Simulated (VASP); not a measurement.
Wanted: the native input for a VASP 6.6.1 run.

```
Task                   : single point
Functional             : PBE
Potentials or basis    : VASP PAW PBE potentials, release 64 (Sn_d, Se)
Cutoff                 : 500 eV
k mesh                 : 3 × 3 × 3
Occupations            : fermi-dirac, width 0.02 eV
Spin                   : no spin polarisation
Dipole correction      : no
Further INCAR settings : ALGO = Normal; EDIFF = 1e-06; NBANDS = 17
```

The structure of SnSe lies in POSCAR:

```
SnSe
1.0
    0.0000000000      3.3639842963      3.3639842963
    3.3639842963      0.0000000000      3.3639842963
    3.3639842963      3.3639842963      0.0000000000
Sn Se
1 1
Direct
    0.0000000000      0.0000000000      0.0000000000
    0.2500000000      0.2500000000      0.2500000000
```

The input as run:

INCAR

```
PREC = Accurate
ENCUT = 500
EDIFF = 1E-6
ISMEAR = -1
SIGMA = 0.02
LREAL = F
LASPH = T
NELM = 120
ALGO = Normal
ISIF = 2
LWAVE = F
LCHARG = F
GGA = PE
NBANDS = 17
GGA_COMPAT = F
```

KPOINTS

```
regular mesh
0
Gamma
  3 3 3
```

Potentials or basis: VASP PAW PBE potentials, release 64 (Sn_d, Se).

Launch:

```sh
$ cat potpaw_PBE.64/Sn_d/POTCAR potpaw_PBE.64/Se/POTCAR > POTCAR
$ mpirun -np 1 vasp_std > vasp.out
```

Results of the run:

```
Pressure               : -0.1 GPa
Band gap on the k mesh : 0.82 eV (least direct gap 0.99 eV)
```

Caveat: the k points lie up to 0.54 Å⁻¹ apart; spin-orbit coupling is left out, which moves the levels of the heavy elements; an odd mesh through Γ misses points on the zone boundary, where band edges can lie.

Run time: 16 s on 1 thread of Intel Xeon 8259CL, with other jobs on the host, peak memory 0.2 GiB.
